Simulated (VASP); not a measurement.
A run of VASP 6.6.1 is set up as follows.

INCAR

```
PREC = Accurate
ENCUT = 520
EDIFF = 1E-6
ISMEAR = 0
SIGMA = 0.01
LREAL = False
LASPH = True
NELM = 60
ALGO = Normal
ISIF = 2
LWAVE = False
LCHARG = True
GGA = PE
LELF = True
LVHAR = True
NBANDS = 18
```

KPOINTS

```
Automatic mesh
0
Gamma
  6 6 4
```

File POSCAR:

```
LiCl
1.0
    4.0037835285      0.0000000000      0.0000000000
   -2.0018917643      3.4673782469      0.0000000000
    0.0000000000      0.0000000000      6.4086877390
Li Cl
2 2
Direct
    0.3333333333      0.6666666667     -0.0029826314
    0.6666666667      0.3333333333      0.4970173686
    0.3333333333      0.6666666667      0.3779826314
    0.6666666667      0.3333333333      0.8779826314
```

Potentials or basis: VASP PAW PBE potentials, release 64 (Li_sv, Cl).

Launch:

```console
$ cat potpaw_PBE.64/Li_sv/POTCAR potpaw_PBE.64/Cl/POTCAR > POTCAR
$ mpirun -np 1 vasp_std > vasp.out
```

Problem. What does it give for the band gap on the k mesh?

Solution. 5.75 eV, direct.

Forces in eV/Å, atoms in the order of the input:
```
Li   0.000  0.000  0.003
Li   0.000  0.000  0.003
Cl   0.000  0.000 -0.003
Cl   0.000  0.000 -0.003
```

 A k mesh can miss the band edges.
